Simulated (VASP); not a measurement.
Set up this calculation in VASP 6.6.1, as the native input.

```yaml
Task: single point
Functional: PBE
Potentials_or_basis: VASP PAW PBE potentials, release 64 (Cr_pv, Ru_pv, C, N)
Cutoff: 520 eV
k_mesh: 4 × 4 × 6
Occupations: gaussian, width 0.1 eV
Spin: collinear spin, ferromagnetic start
Starting_moments: "[3.0, 1.0, 0.0, 0.0, 0.0, 0.0, 0.0, 0.0, 0.0, 0.0] μB"
Dipole_correction: no
Further_INCAR_settings: ALGO = Normal; EDIFF = 1e-06; NBANDS = 46
```

The structure of CrRuC4N4 lies in POSCAR:

```
CrRuC4N4
1.0
    7.2025896700      0.0000000000      0.0000000000
    0.0000000000      7.2025896700      0.0000000000
    0.0000000000      0.0000000000      3.5392112800
Cr Ru C N
1 1 4 4
Direct
    0.0000000000      0.0000000000      0.0000000000
    0.5000000000      0.5000000000      0.0000000000
    0.1902611400      0.8097388600      0.0000000000
    0.8097388600      0.1902611400      0.0000000000
    0.1902611400      0.1902611400      0.0000000000
    0.8097388600      0.8097388600      0.0000000000
    0.3051246800      0.6948753200      0.0000000000
    0.6948753200      0.3051246800      0.0000000000
    0.3051246800      0.3051246800      0.0000000000
    0.6948753200      0.6948753200      0.0000000000
```

These files were run (other wordings do the same):

INCAR

```
  ALGO = Normal
  EDIFF = 1E-6
  ENCUT = 520
  GGA = PE
  ISIF = 2
  ISMEAR = 0
  ISPIN = 2
  LASPH = True
  LCHARG = False
  LMAXMIX = 4
  LORBIT = 11
  LREAL = False
  LWAVE = False
  MAGMOM = 3 1 0 0 0 0 0 0 0 0
  NBANDS = 46
  NELM = 150
  PREC = Accurate
  SIGMA = 0.1
```

KPOINTS

```
k-points
0
Gamma
  4 4 6
```

Potentials or basis: VASP PAW PBE potentials, release 64 (Cr_pv, Ru_pv, C, N).

The run is started by

```console
$ cat potpaw_PBE.64/Cr_pv/POTCAR potpaw_PBE.64/Ru_pv/POTCAR potpaw_PBE.64/C/POTCAR potpaw_PBE.64/N/POTCAR > POTCAR
$ mpirun -np 1 vasp_std > vasp.out
```

Results of the run:

| Property | Result |
| --- | --- |
| Pressure | 2.3 GPa |
| Largest force | 1.358 eV/Å |
| Net moment | 2.33 μB per cell |
| Site moments | Cr +2.93; Ru -0.94; C -0.07; N +0.08 μB |
| Valence electrons inside the program's atomic spheres | Cr 10.95; Ru 12.45; C 2.62; N 3.90 |

Caveat: the stress differs along the axes, from -2 to 4 GPa; a cell with one magnetic atom can't hold antiferromagnetic order, which such compounds often take; forces of over 1 eV/Å act on the atoms, so gaps and moduli don't describe the material at rest.

It took 10 min on 1 thread of AMD EPYC 7R13, on a shared host, peak memory 0.49 GiB.
